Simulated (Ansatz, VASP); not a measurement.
BN: VASP beside Ansatz

```
B N
1.0
     2.50612    0.00000    0.00000
    -1.25306    2.17037    0.00000
     0.00000    0.00000    6.59736
B N
2 2
Cartesian
  0.0000 -0.0960 3.2027
  0.0000 1.4469 0.0000
  0.0000 0.0000 0.0000
  1.2531 0.7235 3.2987
```

Alike in both runs: task single point; functional PBE; dispersion D3(BJ); k mesh 12 × 12 × 4; occupations gaussian, width 0.05 eV; no spin polarisation.

```csv
,VASP,Ansatz
version,VASP 6.6.1,Ansatz 0.2.0
potentials or method,"VASP PAW PBE potentials, release 64 (B, N), cutoff 520 eV","scalar-relativistic, plane waves, PAW"
valence electrons in the cell,16,16
```

|  | VASP | Ansatz | Ansatz less VASP |
| --- | --- | --- | --- |
| gap on the k mesh at the Fermi level (eV) | 4.06 | 4.06 | +0.007 |
| least direct gap on the mesh (eV) | 4.46 | 4.47 | +0.003 |
| pressure (GPa) | 1.7 | 1.6 | -0.05 |
| traceless stress, the component that is largest in VASP (GPa) | 7.30 | 7.21 | -0.090 |
| rms of the force components (eV/Å) | 1.895 | 1.899 | +0.0041 |

Atom by atom the forces differ by 0.005 eV/Å (rms over components).
